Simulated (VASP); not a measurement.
Input of a VASP 6.6.1 run:

INCAR

```
SYSTEM = TiGe4
  PREC = Accurate
  ENCUT = 520
  EDIFF = 1E-6
  ISMEAR = 0
  SIGMA = 0.1
  LREAL = .False.
  LASPH = .True.
  NELM = 100
  ALGO = Normal
  ISIF = 2
  LWAVE = .False.
  LCHARG = .False.
  GGA = PE
  NBANDS = 42
```

The input KPOINTS:

```
Automatic mesh
0
Gamma
  14 14 14
  0 0 0
```

Contents of POSCAR:

```
TiGe4
1.0
   -1.8111172258      1.8111172258      7.3525408836
    1.8111172258     -1.8111172258      7.3525408836
    1.8111172258      1.8111172258     -7.3525408836
Ti Ge
1 4
Direct
    0.0000000000      0.0000000000      0.0000000000
    0.5856850507      0.5856850507      0.0000000000
    0.7500000000      0.2500000000      0.5000000000
    0.2500000000      0.7500000000      0.5000000000
    0.4143149493      0.4143149493      0.0000000000
```

Potentials or basis: VASP PAW PBE potentials, release 64 (Ti_sv, Ge_d).

Launch:

```bash
$ cat potpaw_PBE.64/Ti_sv/POTCAR potpaw_PBE.64/Ge_d/POTCAR > POTCAR
$ mpirun -np 1 vasp_std > vasp.out
```

(1) What does it give for the band gap on the k mesh?

(2) Estimate the pressure.

Results:

(1) zero (bands 34 and 35 overlap by 1.64 eV).

(2) 0.0 GPa.
